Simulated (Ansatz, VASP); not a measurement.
**Ta in VASP and in Ansatz**

Contents of POSCAR:

```
Ta
1.0
    0.0000000000      2.9034140047      2.9034140047
    2.9034140047      0.0000000000      2.9034140047
    2.9034140047      2.9034140047      0.0000000000
Ta
2
Direct
    0.1250000000      0.1250000000      0.1250000000
    0.8750000000      0.8750000000      0.8750000000
```

Contents of INCAR.step1:

```
  PREC = Accurate
  ENCUT = 520
  ISMEAR = -1
  SIGMA = 0.1
  LREAL = False
  LASPH = True
  NELM = 100
  NBANDS = 18
  GGA = PE
  ALGO = Normal
  EDIFF = 1E-4
  LWAVE = True
  LCHARG = False
```

INCAR.step2

```
  PREC = Accurate
  ENCUT = 520
  EDIFF = 1E-6
  ISMEAR = -1
  SIGMA = 0.1
  LREAL = False
  LASPH = True
  NELM = 100
  ALGO = Normal
  ISIF = 2
  LWAVE = False
  LCHARG = False
  METAGGA = R2SCAN
  LMIXTAU = True
  NBANDS = 18
  ISTART = 1
```

File KPOINTS:

```
Automatic mesh
0
Gamma
  10 10 10
```

Input for Ansatz:

```yaml
crystal:
  lattice:
    - [0.0, 2.9034140047, 2.9034140047]
    - [2.9034140047, 0.0, 2.9034140047]
    - [2.9034140047, 2.9034140047, 0.0]
  atoms:
    - { symbol: Ta, position: [0.125, 0.125, 0.125] }
    - { symbol: Ta, position: [0.875, 0.875, 0.875] }
hamiltonian:
  xc: r2scan
  pseudopotentials:
    kind: paw
    azcp:
      Ta: "pseudopotentials/Ta.paw.azcp"
basis:
  ecutwfc: 500
  fft_grid_basis: typed
kpoints:
  mp_grid: { grid: [10, 10, 10], shift: [0, 0, 0] }
magnetization:
  spin_polarized: false
scf:
  occupations: { method: fermi_dirac, width: 0.1 }
  lower_state_search: "off"
output:
  stress: true
```

Alike in both runs: task single point; functional r2SCAN; k mesh 10 × 10 × 10; occupations fermi-dirac, width 0.1 eV; no spin polarisation.

```csv
,VASP,Ansatz
version,VASP 6.6.1,Ansatz 0.2.0
potentials or method,"VASP PAW PBE potentials, release 64 (Ta_pv), cutoff 520 eV","plane waves (500 eV) with PAW, scalar-relativistic"
valence electrons in the cell,22,26
```

```tsv
	VASP	Ansatz	Ansatz less VASP
pressure (GPa)	11.4	10.7	-0.68
```

VASP's potentials were made for PBE, not for r2SCAN. VASP's potentials hold 22 valence electrons a cell and Ansatz's 26, so a difference there can come from the potentials and not from the codes.

Neither program's run includes spin-orbit coupling.
